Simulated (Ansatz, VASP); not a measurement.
**FeIr in VASP and in Ansatz**

```xyz
2
Lattice="1.3584 0.7843 4.2498 -1.3584 0.7843 4.2498 0.0000 -1.5686 4.2498" Properties=species:S:1:pos:R:3 pbc="T T T"
Fe    0.0000    0.0000    0.0000
Ir    0.0000    0.0000    6.3747
```

Alike in both runs: task single point; functional LDA; k mesh 12 × 12 × 12; occupations fermi-dirac, width 0.05 eV; collinear spin.

|  | VASP | Ansatz |
| --- | --- | --- |
| version | VASP 6.6.1 | Ansatz 0.2.0 |
| potentials or method | VASP PAW LDA potentials, release 64 (Fe, Ir) | PAW with Ansatz's default frozen-core files, scalar-relativistic |
| plane-wave cutoff (eV) | 520 | 420 |
| valence electrons in the cell | 17 | 33 |

```csv
,VASP,Ansatz,Ansatz less VASP
pressure (GPa),-22.4,-22.3,+0.10
"traceless stress, the component that is largest in VASP (GPa)",2.21,2.46,+0.245
net moment per atom (μB),1.16,1.22,+0.060
size of the moment on the site where the two differ most (μB),2.22,2.35,+0.134
```

LDA's correlation is that of Perdew and Zunger in VASP and of Perdew and Wang (1992) in Ansatz. Site moments also hang on the region over which each program counts them. VASP's potentials hold 17 valence electrons a cell and Ansatz's 33, so a difference there can come from the potentials and not from the codes.

Spin-orbit coupling is off throughout.
